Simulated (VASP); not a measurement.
Crystal: Ge.

```xyz
2
Lattice="0.0301 2.8369 2.8369 2.8369 0.0301 2.8369 2.8669 2.8669 0.0000" Properties=species:S:1:pos:R:3 pbc="T T T"
Ge    0.0000    0.0000    0.0072
Ge    1.4335    1.4335    1.4112
```

This cell differs from its parent crystal: shear xy strain +2.1%.

Base run:

- Program: VASP 6.6.1
- Functional: r2SCAN
- Potentials or basis: VASP PAW PBE potentials, release 64 (Ge_d)
- Cutoff: 520 eV
- k mesh: 8 × 8 × 8
- Occupations: fermi-dirac, width 0.02 eV
- Spin: no spin polarisation

Its results: band gap on the k mesh 0.21 eV, indirect (least direct gap 0.21 eV); pressure 0.1 GPa; largest force 0.007 eV/Å.

Q: The run is repeated on the same cell with these changes: functional from r2SCAN to PBE. What comes out?

A: Band gap on the k mesh 0.06 eV, indirect (least direct gap 0.09 eV); pressure 3.0 GPa; largest force 0.038 eV/Å.

r2SCAN gives the wider gap, since meta-GGAs in the generalised Kohn-Sham scheme recover part of the derivative discontinuity.

Caveats: the PAW data sets were made with another functional, which shifts forces and pressure a little (some runs).

A k mesh can miss the band edges.
